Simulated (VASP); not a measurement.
# Cd8S9 (a cell with a defect) in VASP: notebook, part 2 of 2

VASP 6.6.1. The steps go on from the part before.

## Step 3: Single point, PBE+D3(BJ)

Contents of INCAR:

```
ALGO = Normal
EDIFF = 1E-6
ENCUT = 520
GGA = PE
ISIF = 2
ISMEAR = -1
IVDW = 12
LASPH = True
LCHARG = True
LELF = True
LREAL = Auto
LVHAR = True
LWAVE = False
NBANDS = 89
NELM = 100
PREC = Accurate
SIGMA = 0.05
```

Contents of KPOINTS:

```
k-points
0
Gamma
  2 2 2
```

Contents of POSCAR:

```
Cd8S9
1.0
   -4.1348000000     -7.1616840000      0.0000000000
    6.2022000000     -3.5808420000      0.0000000000
    0.0000000000      0.0000000000      6.7490000000
Cd S
8 9
Direct
    0.4761631196      0.4011543109      0.0311749889
    0.4874480566      0.6462868376      0.5701437250
    0.2066491782      0.8004664509      0.0274262854
    0.2571273516      0.1721760300      0.4361090532
    0.0373472213      0.2708108882     -0.0768261965
   -0.0788752371      0.6701439279      0.4124759224
    0.7175473888      0.8845272554      0.0733738332
    0.7912676752      0.1808767185      0.5343013780
    0.4937311909      0.3409402677      0.4015854201
    0.4853441952      0.7309504979      0.9145503037
    0.2102556833      0.7971631356      0.3828419025
    0.2953693850      0.1234228714      0.8448214550
   -0.0167740953      0.3521883317      0.3469254704
    0.0769500040      0.6404941596      0.7834642169
    0.6898006660      0.8794762816      0.4250851978
    0.7502822592      0.1814141894      0.8765743073
    0.8439021557      0.6492158643      0.8052452215
```

Potentials or basis: VASP PAW PBE potentials, release 64 (Cd, S).

On the command line:

```bash
> cat potpaw_PBE.64/Cd/POTCAR potpaw_PBE.64/S/POTCAR > POTCAR
> mpirun -np 1 vasp_std > vasp.out
```

OUTCAR:

```text
EDIFF = 1E-6
   ENCUT = 520
   GGA = PE
   ISIF = 2
   ISMEAR = -1
   IVDW = 12
   LASPH = True
   LREAL = Auto
   NELM = 100
   PREC = Accurate
 IVDW          = 12

 ion  position               nearest neighbor table
   1  0.476  0.401  0.031-  10 2.49   9 2.54  12 2.79  16 2.95   2 3.57   3 3.63   4 3.67
   2  0.487  0.646  0.570-  10 2.40   9 2.47  15 2.56  11 2.83   1 3.57   6 3.74
   3  0.207  0.800  0.027-  14 2.27  11 2.40  10 2.48  12 2.72   1 3.63   6 3.63   5 3.72
   4  0.257  0.172  0.436-   9 2.31  13 2.67  11 2.74  12 2.80   1 3.67
[... 951 lines left out ...]
  Total       6.70435    15.98313    12.79301     2.91430    -0.11891     0.45264
  in kB      26.87373    64.06684    51.27955    11.68171    -0.47666     1.81437
  external pressure =       47.41 kB  Pullay stress =        0.00 kB

 VOLUME and BASIS-vectors are now :
 -----------------------------------------------------------------------------
  energy-cutoff  :      520.00
  volume of cell :      399.70
      direct lattice vectors                 reciprocal lattice vectors
    -4.134800000 -7.161684000  0.000000000    -0.060462417 -0.104723973  0.000000000
     6.202200000 -3.580842000  0.000000000     0.120924833 -0.069815982  0.000000000
     0.000000000  0.000000000  6.749000000     0.000000000  0.000000000  0.148170099

 POSITION                                       TOTAL-FORCE (eV/Angst)
 -----------------------------------------------------------------------------------
      0.51920     -4.84660      0.21040        -0.808964      0.184921     -0.347435
      1.99290     -5.80520      3.84790         0.405127      0.420200     -0.717253
      4.11020     -4.34630      0.18510         0.886366     -1.266944      1.127449
      0.00470     -2.45800      2.94330        -0.338883      2.106466      0.674867
      1.52520     -1.23720      6.23050         0.372028     -0.212739      0.460330
      0.34770     -8.99648      2.78380         0.262715     -0.571025      0.052628
[... 9 lines left out ...]
     -1.97710     -6.02290      5.91600         0.611271      0.066195      1.770231
      0.53720     -8.36850      5.43460         1.789124      2.621032      0.997162
 -----------------------------------------------------------------------------------
    total drift:                                0.000571     -0.003808     -0.000394

  FREE ENERGIE OF THE ION-ELECTRON SYSTEM (eV)
  ---------------------------------------------------
  free  energy   TOTEN  =       -53.3905798386 eV

  energy  without entropy=      -53.3681868055  energy(sigma->0) =      -53.37938332
```

OSZICAR:

```text
N       E                     dE             d eps       ncg     rms          rms(c)
DAV:   1     0.114090857178E+04    0.11409E+04   -0.73073E+04  1424   0.156E+03
DAV:   2     0.339239066839E+02   -0.11070E+04   -0.10739E+04  1568   0.386E+02
DAV:   3    -0.515337670782E+02   -0.85458E+02   -0.84694E+02  1631   0.102E+02
DAV:   4    -0.532643728220E+02   -0.17306E+01   -0.17224E+01  1616   0.136E+01
DAV:   5    -0.533021984283E+02   -0.37826E-01   -0.37798E-01  1624   0.194E+00    0.293E+01
DAV:   6    -0.480610684316E+02    0.52411E+01   -0.11558E+01  1776   0.197E+01    0.220E+01
DAV:   7    -0.480461935532E+02    0.14875E-01   -0.61899E+00  1584   0.773E+00    0.823E+00
DAV:   8    -0.479431490089E+02    0.10304E+00   -0.13985E+00  1574   0.617E+00    0.193E+00
DAV:   9    -0.479292240578E+02    0.13925E-01   -0.13853E-01  1600   0.228E+00    0.572E-01
DAV:  10    -0.479308349036E+02   -0.16108E-02   -0.13281E-02  1624   0.432E-01    0.294E-01
DAV:  11    -0.479308435359E+02   -0.86323E-05   -0.14675E-03  1616   0.198E-01    0.200E-01
DAV:  12    -0.479311433028E+02   -0.29977E-03   -0.41449E-04  1552   0.746E-02    0.714E-02
DAV:  13    -0.479312060546E+02   -0.62752E-04   -0.14019E-04  1576   0.588E-02    0.260E-02
DAV:  14    -0.479312179455E+02   -0.11891E-04   -0.25042E-05  1599   0.175E-02    0.183E-02
DAV:  15    -0.479312200063E+02   -0.20608E-05   -0.30557E-06  1304   0.611E-03    0.903E-03
DAV:  16    -0.479312205770E+02   -0.57074E-06   -0.97774E-07   974   0.418E-03
   1 F= -.53390580E+02 E0= -.53379383E+02  d E =-.223930E-01
```

Run time: 5.7 min. Hardware: 1 thread of Intel Xeon Platinum 8259CL at 2.50GHz (Skylake/Cascade Lake), shared host; peak memory 0.51 GiB.

What came out:

| Quantity | Value |
| --- | --- |
| Free energy | -53.3906 eV |
| Pressure | 4.7 GPa |
| Largest force | 3.326 eV/Å |
| Band gap on the k mesh | 0.04 eV |
| Dispersion energy per atom | -0.321 eV |

Forces in eV/Å, atoms in the order of the input:
```
Cd  -0.809  0.185 -0.347
Cd   0.405  0.420 -0.717
Cd   0.886 -1.267  1.127
Cd  -0.339  2.106  0.675
Cd   0.372 -0.213  0.460
Cd   0.263 -0.571  0.053
Cd   0.010 -0.511 -1.044
Cd   0.520  0.353 -0.722
S   -0.259 -1.738 -0.560
S   -0.781  0.681  0.013
S    0.913 -0.840  0.264
S    0.709 -0.441  0.282
S   -1.428 -0.431 -1.103
S   -2.822 -0.987 -0.711
S   -0.041  0.566 -0.436
S    0.611  0.066  1.770
S    1.789  2.621  0.997
```

Caveat: the k points lie up to 0.47 Å⁻¹ apart.
